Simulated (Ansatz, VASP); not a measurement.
CdSe: VASP beside Ansatz

The input POSCAR:

```
CdSe
1.0
   -0.0779848093      3.0511517754      3.0511517754
    3.0511517754     -0.0779848093      3.0511517754
    3.0511517754      3.0511517754     -0.0779848093
Cd Se
1 1
Direct
   -0.0026036374     -0.0026036374     -0.0026036374
    0.2526036374      0.2526036374      0.2526036374
```

File INCAR.step1:

```
ALGO = Normal
EDIFF = 1E-4
ENCUT = 520
GGA = PE
ISMEAR = 0
LASPH = True
LCHARG = False
LREAL = False
LWAVE = True
NBANDS = 16
NELM = 60
PREC = Accurate
SIGMA = 0.01
```

The input INCAR.step2:

```
ALGO = Normal
EDIFF = 1E-6
ENCUT = 520
ISIF = 2
ISMEAR = 0
ISTART = 1
LASPH = True
LCHARG = False
LMIXTAU = True
LREAL = False
LWAVE = False
METAGGA = R2SCAN
NBANDS = 16
NELM = 60
PREC = Accurate
SIGMA = 0.01
```

KPOINTS

```
k-points
0
Gamma
  8 8 8
```

Input for Ansatz:

```yaml
crystal:
  lattice:
    - [-0.0779848093, 3.0511517754, 3.0511517754]
    - [3.0511517754, -0.0779848093, 3.0511517754]
    - [3.0511517754, 3.0511517754, -0.0779848093]
  atoms:
    - { symbol: Cd, position: [-0.0026036374, -0.0026036374, -0.0026036374] }
    - { symbol: Se, position: [0.2526036374, 0.2526036374, 0.2526036374] }
kpoints:
  mp_grid: { grid: [8, 8, 8] }
  band_path:
    path:
      - [0.0, 0.0, 0.0]
      - [-0.5, -0.5, 0.0]
      - [-0.375, -0.375, 0.25]
      - [-0.375, 0.0, 0.375]
      - [0.0, 0.0, 0.5]
      - [-0.5, -0.25, 0.25]
    npoints: 1
hamiltonian:
  xc: r2scan
scf:
  occupations: { method: fixed }
  n_extra_bands: 4
output:
  forces: true
  stress: true
  eigenvalues: true
  write_density: true
  write_potential: true
  elf: true
  volumetric_format: npy
```

Change from the starting cell: epitaxial_111 strain +2.0%.

Alike in both runs: task single point; functional r2SCAN; k mesh 8 × 8 × 8; no spin polarisation.

|  | VASP | Ansatz |
| --- | --- | --- |
| version | VASP 6.6.1 | Ansatz 0.2.0 |
| potentials or method | VASP PAW PBE potentials, release 64 (Cd, Se) | plane waves, PAW |
| plane-wave cutoff (eV) | 520 | 500 |
| occupations | gaussian, width 0.01 eV | fixed |
| valence electrons in the cell | 18 | 36 |

```csv
,VASP,Ansatz,Ansatz less VASP
gap on the k mesh at the Fermi level (eV),0.88,0.89,+0.012
pressure (GPa),-0.9,-1.1,-0.21
"traceless stress, the component that is largest in VASP (GPa)",0.57,0.56,-0.006
```

VASP's potentials were made for PBE, not for r2SCAN. VASP's potentials hold 18 valence electrons a cell and Ansatz's 36, so a difference there can come from the potentials and not from the codes.
